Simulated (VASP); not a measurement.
Ti, 2 atoms in the cell. Symmetry: P6_3/mmc, No. 194, hexagonal system. Conventional cell: a = 2.721 Å, b = 2.721 Å, c = 4.339 Å, α = 90.00°, β = 90.00°, γ = 120.00°. Within 3.5 Å of Ti (site symmetry -6m2) lie 12 Ti at 2.68 to 2.72 Å. 

| Item | Value |
| --- | --- |
| Program | VASP 6.6.1 |
| Task | single point |
| Functional | PBEsol |
| Potentials or basis | VASP PAW PBE potentials, release 64 (Ti_sv) |
| Cutoff | 520 eV |
| k mesh | 18 × 18 × 10 |
| Occupations | gaussian, width 0.1 eV |
| Spin | no spin polarisation |
| Dipole correction | no |
| Further INCAR settings | ALGO = Normal; EDIFF = 1e-06; NBANDS = 19 |

Potentials or basis: VASP PAW PBE potentials, release 64 (Ti_sv).

Command:

```console
$ cat potpaw_PBE.64/Ti_sv/POTCAR > POTCAR
$ mpirun -np 1 vasp_std > vasp.out
```

Hardware: 1 thread of Intel(R) Xeon(R) 6975P-C (Granite Rapids) (shared host).

Problem. How long does it take, and how much memory?

Solution. It took 36 s on 1 thread of Intel(R) Xeon(R) 6975P-C (Granite Rapids) (shared host), peak memory 0.21 GiB. Counts: scf iterations 14, k points 222.
